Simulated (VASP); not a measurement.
Input of a VASP 6.6.1 run:

File INCAR:

```
ALGO     = Normal         # electronic algorithm
EDIFF    = 1E-6           # SCF threshold, eV
ENCUT    = 520            # plane-wave cutoff, eV
GGA      = PE             # functional
ISIF     = 2              # what is computed and relaxed
ISMEAR   = 0              # smearing method
LASPH    = True           # aspherical terms in the spheres
LCHARG   = False          # write CHGCAR
LREAL    = False          # projectors in reciprocal space
LWAVE    = False          # write WAVECAR
NBANDS   = 16             # bands
NELM     = 100            # most SCF steps
PREC     = Accurate       # precision mode
SIGMA    = 0.15           # smearing width, eV
```

Contents of KPOINTS:

```
k-points
0
Gamma
  18 18 18
```

File POSCAR:

```
GaSb
1.0
   -1.5496467368      2.6413697422      2.9347253595
    1.5496467368     -2.6413697422      2.9347253595
    1.5496467368      2.6413697422     -2.9347253595
Ga Sb
1 1
Direct
    0.0000000000      0.0000000000      0.0000000000
    0.5000000000      0.5000000000      0.0000000000
```

Potentials or basis: VASP PAW PBE potentials, release 64 (Ga_d, Sb).

The run is started by

```console
$ cat potpaw_PBE.64/Ga_d/POTCAR potpaw_PBE.64/Sb/POTCAR > POTCAR
$ mpirun -np 1 vasp_std > vasp.out
```

(1) What does it give for the pressure?

(2) Predict the band gap on the k mesh.

## Answers

(1) 0.2 GPa.

(2) zero (bands 9 and 10 overlap by 4.95 eV).

Caveat: spin-orbit coupling is left out, which moves the levels of the heavy elements.
